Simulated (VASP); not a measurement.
# C (P6_3/mmc) in VASP: further runs

Aim: see how the results for C move with the level of theory and the settings. Levels: PBE, PBEsol. Tasks: single point.

Program: VASP 6.6.1. These are calculated values, not measurements. Logs are shortened: lines on timing, memory, paths and dates and some standing lists are left out, and cuts for length are marked.

## (1) The cell of the first run

It takes space group P6_3/mmc (No. 194, hexagonal). The conventional cell has a = 2.503 Å, b = 2.503 Å, c = 4.169 Å, α = 90.00°, β = 90.00°, γ = 120.00°. C (site symmetry 3m) has 4 C at 1.54 to 1.56 Å within 2.0 Å.

## (2) Single point, PBE

File INCAR:

```
PREC = Accurate ; ENCUT = 520
EDIFF = 1E-6 ; ISMEAR = 0
SIGMA = 0.01 ; LREAL = False
LASPH = True ; NELM = 100
ALGO = Normal ; ISIF = 2
LWAVE = False ; LCHARG = False
GGA = PE ; NBANDS = 16
```

File KPOINTS:

```
regular mesh
0
Gamma
  6 6 4
```

File POSCAR:

```
C
1.0
    2.5031953547      0.0000000000      0.0000000000
   -1.2515976774      2.1678307678      0.0000000000
    0.0000000000      0.0000000000      4.1688692743
C
4
Direct
    0.3333333333      0.6666666667      0.0002313159
    0.6666666667      0.3333333333      0.5002313159
    0.3333333333      0.6666666667      0.3747686841
    0.6666666667      0.3333333333      0.8747686841
```

Potentials or basis: VASP PAW PBE potentials, release 64 (C).

Started as:

```console
cat potpaw_PBE.64/C/POTCAR > POTCAR
mpirun -np 1 vasp_std > vasp.out
```

OUTCAR:

```text
PREC = Accurate
   ENCUT = 520
   EDIFF = 1E-6
   ISMEAR = 0
   LREAL = False
   LASPH = True
   NELM = 100
   ISIF = 2
   GGA = PE

 ion  position               nearest neighbor table
   1  0.333  0.667  0.000-   4 1.54   4 1.54   4 1.54   3 1.56
   2  0.667  0.333  0.500-   3 1.54   3 1.54   3 1.54   4 1.56
   3  0.333  0.667  0.375-   2 1.54   2 1.54   2 1.54   1 1.56
   4  0.667  0.333  0.875-   1 1.54   1 1.54   1 1.54   2 1.56

  LATTYP: Found a hexagonal cell.
 ALAT       =     2.5031953547
 C/A-ratio  =     1.6654190679

  Lattice vectors:

 A1 = (   2.5031953547,   0.0000000000,   0.0000000000)
 A2 = (  -1.2515976774,   2.1678307678,   0.0000000000)
 A3 = (   0.0000000000,   0.0000000000,   4.1688692743)

Analysis of symmetry for initial positions (statically):
=====================================================================
 Subroutine PRICEL returns:
 Original cell was already a primitive cell.

 Routine SETGRP: Setting up the symmetry group for a
 hexagonal supercell.

 Subroutine GETGRP returns: Found 24 space group operations
 (whereof  6 operations were pure point group operations)
 out of a pool of 24 trial point group operations.

The static configuration has the point symmetry C_3v.
 The point group associated with its full space group is D_6h.

Analysis of symmetry for dynamics (positions and initial velocities):
=====================================================================
 Subroutine PRICEL returns:
 Original cell was already a primitive cell.

 Routine SETGRP: Setting up the symmetry group for a
 hexagonal supercell.

 Subroutine GETGRP returns: Found 24 space group operations
 (whereof  6 operations were pure point group operations)
 out of a pool of 24 trial point group operations.

The dynamic configuration has the point symmetry C_3v.
 The point group associated with its full space group is D_6h.

 Subroutine INISYM returns: Found 24 space group operations
 (whereof  6 operations are pure point group operations),
 and found     1 'primitive' translations

----------------------------------------------------------------------------------------

                                     Primitive cell

  volume of cell :      22.6224

  direct lattice vectors                    reciprocal lattice vectors
     2.503195355  0.000000000  0.000000000     0.399489396  0.230645310  0.000000000
    -1.251597677  2.167830768  0.000000000     0.000000000  0.461290620  0.000000000
     0.000000000  0.000000000  4.168869274     0.000000000  0.000000000  0.239873197

  length of vectors
     2.503195355  2.503195355  4.168869274     0.461290620  0.461290620  0.239873197

  position of ions in fractional coordinates (direct lattice)
     0.333333333  0.666666667  0.000231316
     0.666666667  0.333333333  0.500231316
     0.333333333  0.666666667  0.374768684
     0.666666667  0.333333333  0.874768684

  ion indices of the primitive-cell ions
   primitive index   ion index
                 1           1
                 2           2
                 3           3
                 4           4

----------------------------------------------------------------------------------------

 KPOINTS: regular mesh

Automatic generation of k-mesh.
 Grid dimensions read from file:
 generate k-points for:    6    6    4

 Generating k-lattice:

  Cartesian coordinates                     Fractional coordinates (reciprocal lattice)
     0.066581566  0.038440885  0.000000000     0.166666667  0.000000000  0.000000000
     0.000000000  0.076881770  0.000000000     0.000000000  0.166666667  0.000000000
     0.000000000  0.000000000  0.059968299     0.000000000  0.000000000  0.250000000

  Length of vectors
     0.076881770  0.076881770  0.059968299

  Shift w.r.t. Gamma in fractional coordinates (k-lattice)
     0.000000000  0.000000000  0.000000000

 Subroutine IBZKPT returns following result:
 ===========================================

 Found     21 irreducible k-points:

 Following reciprocal coordinates:
            Coordinates               Weight
  0.000000  0.000000  0.000000      1.000000
  0.166667  0.000000  0.000000      6.000000
  0.333333  0.000000  0.000000      6.000000
  0.500000  0.000000  0.000000      3.000000
  0.166667  0.166667  0.000000      6.000000
  0.333333  0.166667  0.000000     12.000000
[... 13 lines left out ...]
  0.333333  0.166667  0.500000     12.000000
  0.333333  0.333333  0.500000      2.000000
   k-points           NKPTS =     21   k-points in BZ     NKDIM =     21   number of bands    NBANDS=     16
   number of dos      NEDOS =    301   number of ions     NIONS =      4
   total plane-waves  NPLWV =  12800
   dimension x,y,z NGX =    20 NGY =   20 NGZ =   32
   dimension x,y,z NGXF=    40 NGYF=   40 NGZF=   64
   ions per type =               4
   NGX,Y,Z   is equivalent  to a cutoff of  13.28, 13.28, 12.76 a.u.
   NGXF,Y,Z  is equivalent  to a cutoff of  26.57, 26.57, 25.52 a.u.
 SYSTEM =  unknown system
   PREC   = accura    normal or accurate (medium, high low for compatibility)
   ISTART =      0    job   : 0-new  1-cont  2-samecut
   ICHARG =      2    charge: 1-file 2-atom 10-const
   ISPIN  =      1    spin polarized calculation?
   LNONCOLLINEAR =      F non collinear calculations
   LSORBIT =      F    spin-orbit coupling
   LASPH  =      T    aspherical Exc in radial PAW
   ENCUT  =  520.0 eV  38.22 Ry    6.18 a.u.   4.65  4.65  7.75*2*pi/ulx,y,z
   NELM   =    100;   NELMIN=  2; NELMDL= -5     # of ELM steps
   EDIFF  = 0.1E-05   stopping-criterion for ELM
   LREAL  =      F    real-space projection
   EDIFFG = 0.1E-04   stopping-criterion for IOM
   NSW    =      0    number of steps for IOM
   IBRION =     -1    ionic relax: 0-MD 1-quasi-New 2-CG
   NFREE  =      0    steps in history (QN), initial steepest desc. (CG)
   ISIF   =      2    stress and relaxation
   ISYM   =      2    0-nonsym 1-usesym 2-fastsym
   POTIM  = 0.5000    time-step for ionic-motion
   TEBEG  =    0.0;   TEEND  =   0.0 temperature during run
   PSTRESS=    0.0 pullay stress
   NELECT =      16.0000    total number of electrons
   NUPDOWN=      -1.0000    fix difference up-down
   EMIN   =  10.00;   EMAX   =-10.00  energy-range for DOS
   EFERMI =   0.00;   METHOD = LEGACY
   ISMEAR =     0;   SIGMA  =   0.01  broadening in eV -4-tet -1-fermi 0-gaus
   EFERMI_NEDOS =   21; number of points for ismear=-14 and -15
   IALGO  =     38    algorithm
   IMIX   =      4    mixing-type and parameters
     AMIX     =   0.40;   BMIX     =  1.00
     AMIX_MAG =   1.60;   BMIX_MAG =  1.00
  volume/ion in A,a.u.               =       5.66        38.17
  Fermi-wavevector in a.u.,A,eV,Ry     =   1.458597  2.756349 28.946471  2.127506
  Thomas-Fermi vector in A             =   2.575263
   LORBIT       =      0    0 simple, 1 ext, 2 COOP (PROOUT), +10 PAW based schemes
   GGA     = PE    functional components
   LHFCALC =     F    Hartree Fock is set to
   AEXX    =    0.0000 exact exchange contribution
   IVDW    =     0    specifies the selected vdW correction
   LEPSILON=     F    determine dielectric tensor
   LRPA    =     F    only Hartree local field effects (RPA)
 non-spin polarized calculation
 Gauss-broadening in eV      SIGMA  =   0.01
  energy-cutoff  :      520.00
  volume of cell :       22.62
 maximum number of plane-waves:       620
 NGX is ok and might be reduce to    20
   NGX =  9   NGY =  9   NGZ = 15

 number of electron      16.0000000 magnetization

 Free energy of the ion-electron system (eV)
  ---------------------------------------------------
  ext. energy  EPLUGINS =         0.00000000
  ---------------------------------------------------
  free energy    TOTEN  =       -36.25776408 eV

  energy without entropy =      -36.25776408  energy(sigma->0) =      -36.25776408

 E-fermi :  10.1156     XC(G=0): -13.2592

 val. band max:       10.0611168832   @ k =   0.0000   0.0000   0.0000
 cond. band min:      13.3703958796   @ k =   0.3333   0.3333   0.0000
 fundamental gap:      3.3092789965
 Fermi energy:        10.1156359023

 k-point     1 :       0.0000    0.0000    0.0000
  band No.  band energies     occupation
      1     -11.7657      2.00000
      2      -6.1837      2.00000
      3      -3.6555      2.00000
      4       6.9770      2.00000
      5       6.9770      2.00000
      6       9.5835      2.00000
[... 8 lines left out ...]
     15      24.2192      0.00000
     16      27.7901      0.00000

 k-point     2 :       0.1667    0.0000    0.0000
  band No.  band energies     occupation
      1     -11.0753      2.00000
      2      -5.5614      2.00000
      3      -3.0217      2.00000
      4       4.1041      2.00000
      5       5.8095      2.00000
      6       7.6159      2.00000
[... 8 lines left out ...]
     15      25.0536      0.00000
     16      25.2981      0.00000

 k-point     3 :       0.3333    0.0000    0.0000
  band No.  band energies     occupation
      1      -9.0470      2.00000
      2      -3.7260      2.00000
      3      -1.7767      2.00000
      4      -0.2148      2.00000
      5       3.3768      2.00000
      6       4.2080      2.00000
[... 8 lines left out ...]
     15      25.0138      0.00000
     16      26.4684      0.00000

 k-point     4 :       0.5000    0.0000    0.0000
  band No.  band energies     occupation
      1      -6.4942      2.00000
      2      -4.6813      2.00000
      3      -1.3080      2.00000
      4       0.0231      2.00000
      5       0.7849      2.00000
      6       3.5869      2.00000
[... 8 lines left out ...]
     15      26.6597      0.00000
     16      28.5934      0.00000
[... 267 lines left out ...]
 k-point    19 :       0.1667    0.1667    0.5000
  band No.  band energies     occupation
      1      -8.0736      2.00000
      2      -8.0736      2.00000
      3       2.2535      2.00000
      4       2.2535      2.00000
      5       4.3070      2.00000
      6       4.3070      2.00000
[... 8 lines left out ...]
     15      24.0127      0.00000
     16      24.0127      0.00000

 k-point    20 :       0.3333    0.1667    0.5000
  band No.  band energies     occupation
      1      -5.5645      2.00000
      2      -5.5645      2.00000
      3      -1.3883      2.00000
      4      -1.3883      2.00000
      5       2.8656      2.00000
      6       2.8656      2.00000
[... 8 lines left out ...]
     15      25.1988      0.00000
     16      25.1988      0.00000

 k-point    21 :       0.3333    0.3333    0.5000
  band No.  band energies     occupation
      1      -3.5474      2.00000
      2      -3.5474      2.00000
      3      -2.4567      2.00000
      4      -2.4567      2.00000
      5       0.5111      2.00000
      6       0.5111      2.00000
[... 8 lines left out ...]
     15      25.4637      0.00000
     16      25.4637      0.00000

------------------------ aborting loop because EDIFF is reached ----------------------------------------

  FORCE on cell =-STRESS in cart. coord.  units (eV):
  Direction    XX          YY          ZZ          XY          YZ          ZX
  --------------------------------------------------------------------------------------
  -------------------------------------------------------------------------------------
  Total        0.7433722      0.7433722      0.5873191     -0.0000000     -0.0000000      0.0000000
  in kB       52.6475919     52.6475919     41.5954929     -0.0000000     -0.0000000      0.0000000
  external PRESSURE =      48.9635589 kB  Pullay stress =       0.0000000 kB

 VOLUME and BASIS-vectors are now :
 -----------------------------------------------------------------------------
  energy-cutoff  :      520.00
  volume of cell :       22.62
      direct lattice vectors                 reciprocal lattice vectors
     2.503195355  0.000000000  0.000000000     0.399489396  0.230645310  0.000000000
    -1.251597677  2.167830768  0.000000000     0.000000000  0.461290620  0.000000000
     0.000000000  0.000000000  4.168869274     0.000000000  0.000000000  0.239873197

 POSITION                                       TOTAL-FORCE (eV/Angst)
 -----------------------------------------------------------------------------------
     -0.00000      1.44522      0.00096        -0.000000      0.000000      0.006312
      1.25160      0.72261      2.08540         0.000000     -0.000000      0.006312
     -0.00000      1.44522      1.56236        -0.000000      0.000000     -0.006312
      1.25160      0.72261      3.64680         0.000000     -0.000000     -0.006312
 -----------------------------------------------------------------------------------
    total drift:                               -0.000000      0.000000      0.000000

  FREE ENERGIE OF THE ION-ELECTRON SYSTEM (eV)
  ---------------------------------------------------
  free  energy   TOTEN  =       -36.2577640838 eV

  energy  without entropy=      -36.2577640838  energy(sigma->0) =      -36.25776408
```

Run time: 5.7 s. Hardware: 1 thread of Intel Xeon Platinum 8375C at 2.90GHz (Ice Lake), shared host; peak memory 0.13 GiB.

What came out:

* Free energy: -36.2578 eV
* Pressure: 4.9 GPa
* Largest force: 0.006 eV/Å
* Band gap on the k mesh: 3.31 eV, indirect (least direct gap 4.99 eV)

Forces on the atoms (eV/Å):
```
C    0.000  0.000  0.006
C    0.000  0.000  0.006
C    0.000  0.000 -0.006
C    0.000  0.000 -0.006
```

Caveat: the k points lie up to 0.48 Å⁻¹ apart. A k mesh can miss the band edges.

## (3) Single point, PBE

File INCAR:

```
SYSTEM = C
PREC = Accurate ; ENCUT = 520
EDIFF = 1E-7 ; ISMEAR = 0
SIGMA = 0.01 ; LREAL = .FALSE.
LASPH = .TRUE. ; NELM = 80
ALGO = Normal ; ISIF = 2
LWAVE = .FALSE. ; LCHARG = .FALSE.
GGA = PE ; NBANDS = 16
```

File KPOINTS:

```
regular mesh
0
G
  6 6 4
  0 0 0
```

POSCAR is that of step 2.

Potentials or basis: VASP PAW PBE potentials, release 64 (C).

Started as:

```console
cat potpaw_PBE.64/C/POTCAR > POTCAR
mpirun -np 1 vasp_std > vasp.out
```

Wall time 5.5 s (1 thread of Intel Xeon Platinum 8375C at 2.90GHz (Ice Lake), shared host); peak memory 0.13 GiB.

The run converged. Its results:

```
Free energy            : -36.2578 eV
Pressure               : 4.9 GPa
Largest force          : 0.006 eV/Å
Band gap on the k mesh : 3.31 eV, indirect (least direct gap 4.99 eV)
```

Forces on the atoms (eV/Å):
```
C    0.000  0.000  0.006
C    0.000  0.000  0.006
C    0.000  0.000 -0.006
C    0.000  0.000 -0.006
```

Stress tensor (GPa, compression positive):
```
5.27 0.00 0.00
0.00 5.27 0.00
0.00 0.00 4.16
```

Levels at points of the mesh, in eV from the valence-band top:
```csv
k point,band 6,band 7,band 8,band 9,band 10,band 11
"(0.00, 0.00, 0.00)",-0.48,0.00,0.00,4.99,4.99,5.34
"(0.50, 0.00, 0.00)",-6.47,-5.96,-3.15,4.51,8.10,8.32
"(0.00, 0.00, 0.50)",-1.85,-1.85,-1.85,7.27,7.27,7.27
"(0.50, 0.00, 0.50)",-5.11,-4.83,-4.83,5.91,5.91,6.52
```

Caveat: the k points lie up to 0.48 Å⁻¹ apart. A k mesh can miss the band edges.

## (4) Single point, PBEsol

This run uses another cell than the first one, of 5.63 Å³/atom, 0.995 times its volume.

File INCAR:

```
PREC     = Accurate       # precision mode
ENCUT    = 520            # plane-wave cutoff, eV
EDIFF    = 1E-6           # SCF threshold, eV
ISMEAR   = -1             # smearing method
SIGMA    = 0.02           # smearing width, eV
LREAL    = False          # projectors in reciprocal space
LASPH    = True           # aspherical terms in the spheres
NELM     = 60             # most SCF steps
ALGO     = Normal         # electronic algorithm
ISIF     = 2              # what is computed and relaxed
LWAVE    = False          # write WAVECAR
LCHARG   = False          # write CHGCAR
GGA      = PS             # functional
NBANDS   = 16             # bands
```

File KPOINTS:

```
Automatic mesh
0
Gamma
  12 12 6
```

File POSCAR:

```
C
1.0
    2.4988208243      0.0000000000      0.0000000000
   -1.2494104122      2.1640423133      0.0000000000
    0.0000000000      0.0000000000      4.1608703576
C
4
Direct
    0.3333333333      0.6666666667      0.0003017321
    0.6666666667      0.3333333333      0.5003017321
    0.3333333333      0.6666666667      0.3746982679
    0.6666666667      0.3333333333      0.8746982679
```

Started as:

```console
cat potpaw_PBE.64/C/POTCAR > POTCAR
mpirun -np 1 vasp_std > vasp.out
```

Wall time 17 s (1 thread of Intel Xeon Platinum 8375C at 2.90GHz (Ice Lake), shared host); peak memory 0.14 GiB.

The run converged. Its results:

```
Free energy            : -38.4042 eV
Pressure               : 1.1 GPa
Largest force          : 0.005 eV/Å
Band gap on the k mesh : 3.04 eV, indirect (least direct gap 4.92 eV)
```

Forces on the atoms (eV/Å):
```
C    0.000  0.000  0.005
C    0.000  0.000  0.005
C    0.000  0.000 -0.005
C    0.000  0.000 -0.005
```

Stress tensor (GPa, compression positive):
```
1.13 0.00 0.00
0.00 1.13 0.00
0.00 0.00 0.99
```

Levels at points of the mesh, in eV from the valence-band top:
```csv
k point,band 6,band 7,band 8,band 9,band 10,band 11
"(0.00, 0.00, 0.00)",-0.51,0.00,0.00,4.92,4.92,5.30
"(0.50, 0.00, 0.00)",-6.56,-6.09,-3.18,4.36,7.90,8.24
"(0.00, 0.00, 0.50)",-1.88,-1.88,-1.88,7.22,7.22,7.22
"(0.50, 0.00, 0.50)",-5.17,-4.89,-4.89,5.78,5.78,6.44
```

Caveat: the PAW data sets were made with another functional, which shifts forces and pressure a little. A k mesh can miss the band edges.
